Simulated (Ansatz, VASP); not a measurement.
**HgH4Pb: VASP beside Ansatz**

```
CELL_PARAMETERS angstrom
0.00000 3.40246 3.40246
3.40246 0.00000 3.40246
3.40246 3.40246 0.00000
ATOMIC_POSITIONS crystal
Hg 0.75000 0.75000 0.75000
H 0.32297 0.32297 0.03108
H 0.03108 0.32297 0.32297
H 0.32297 0.32297 0.32297
H 0.32297 0.03108 0.32297
Pb 0.00000 0.00000 0.00000
```

Change from the starting cell: species swapped into the HoInCo4 type (F-43m, No. 216).

Alike in both runs: functional PBE; k mesh 10 × 10 × 10; occupations gaussian, width 0.1 eV; no spin polarisation.

Ansatz relaxed the structure, and its values are those at the end. VASP's run is a single point on that final structure, the one shown.

|  | VASP | Ansatz |
| --- | --- | --- |
| version | VASP 6.6.1 | Ansatz 0.2.0 |
| potentials or method | VASP PAW PBE potentials, release 64 (Hg, H, Pb_d), cutoff 520 eV | scalar-relativistic, plane waves, PAW |
| valence electrons in the cell | 30 | 38 |

```csv
,VASP,Ansatz,Ansatz less VASP
gap on the k mesh at the Fermi level (eV),none,none,-
pressure (GPa),0.0,0.0,+0.01
rms of the force components (eV/Å),0.004,0.002,-0.0011
```

A gap of «none» marks a metal or a gap that the smearing closes. VASP's potentials hold 30 valence electrons a cell and Ansatz's 38, so a difference there can come from the potentials and not from the codes.

Neither program's run includes spin-orbit coupling.
